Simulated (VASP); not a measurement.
A run of VASP 6.6.1:

File INCAR:

```
PREC = Accurate ; ENCUT = 840
EDIFF = 1E-6 ; ISMEAR = 0
SIGMA = 0.05 ; LREAL = False
LASPH = True ; NELM = 120
ALGO = Normal ; ISIF = 2
LWAVE = False ; LCHARG = False
GGA = PE ; NBANDS = 15
GGA_COMPAT = False
```

Contents of KPOINTS:

```
Automatic mesh
0
Gamma
  10 10 10
```

File POSCAR:

```
MgO
1.0
    0.0000000000      2.1272186771      2.1272186771
    2.1272186771      0.0000000000      2.1272186771
    2.1272186771      2.1272186771      0.0000000000
Mg O
1 1
Direct
    0.0066530921      0.0066530921     -0.0066530921
    0.4898929056      0.4898929056      0.5101070944
```

Potentials or basis: VASP PAW PBE potentials, release 64 (Mg_sv, O).

Run with:

```console
$ cat potpaw_PBE.64/Mg_sv/POTCAR potpaw_PBE.64/O/POTCAR > POTCAR
$ mpirun -np 1 vasp_std > vasp.out
```

Hardware: 1 thread of Intel(R) Xeon(R) Platinum 8375C CPU @ 2.90GHz (Ice Lake) (shared host).

Task: How long does it take, and how much memory?

Result: Wall time 65 s on 1 thread of Intel(R) Xeon(R) Platinum 8375C CPU @ 2.90GHz (Ice Lake), on a shared host, peak memory 0.19 GiB. Counts: scf iterations 12, k points 102.
